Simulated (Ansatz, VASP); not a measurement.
Ti8C5 in VASP and in Ansatz

```xyz
13
Lattice="3.0134 1.7398 4.8674 -3.0134 1.7398 4.8674 0.0000 -3.4796 4.8674" Properties=species:S:1:pos:R:3 pbc="T T T"
Ti   -1.5460    0.8926    6.1432
Ti    0.0000   -1.7852    6.1432
Ti    1.5460    0.8926    6.1432
Ti   -1.5460   -0.8926    8.4589
Ti    1.5460   -0.8926    8.4589
Ti    0.0000    1.7852    8.4589
Ti    0.0000    0.0000    3.5766
Ti    0.0000    0.0000   11.0255
C     0.0000   -1.7398    2.4337
C     1.5067    0.8699    2.4337
C    -1.5067    0.8699    2.4337
C     0.0000    0.0000    7.3011
C     0.0000    0.0000    0.0000
```

Alike in both runs: functional LDA; k mesh 6 × 6 × 6; occupations gaussian, width 0.1 eV; no spin polarisation.

Ansatz relaxed the structure, and its values are those at the end. VASP's run is a single point on that final structure, the one shown.

|  | VASP | Ansatz |
| --- | --- | --- |
| version | VASP 6.6.1 | Ansatz 0.2.0 |
| potentials or method | VASP PAW LDA potentials, release 64 (Ti_sv, C), cutoff 520 eV | scalar-relativistic, plane waves, PAW |
| valence electrons in the cell | 116 | 116 |

|  | VASP | Ansatz | Ansatz less VASP |
| --- | --- | --- | --- |
| gap on the k mesh at the Fermi level (eV) | none | none | - |
| pressure (GPa) | 0.6 | 0.0 | -0.57 |
| rms of the force components (eV/Å) | 0.020 | 0.001 | -0.0197 |

LDA's correlation is that of Perdew and Zunger in VASP and of Perdew and Wang (1992) in Ansatz. A gap of «none» marks a metal or a gap that the smearing closes.
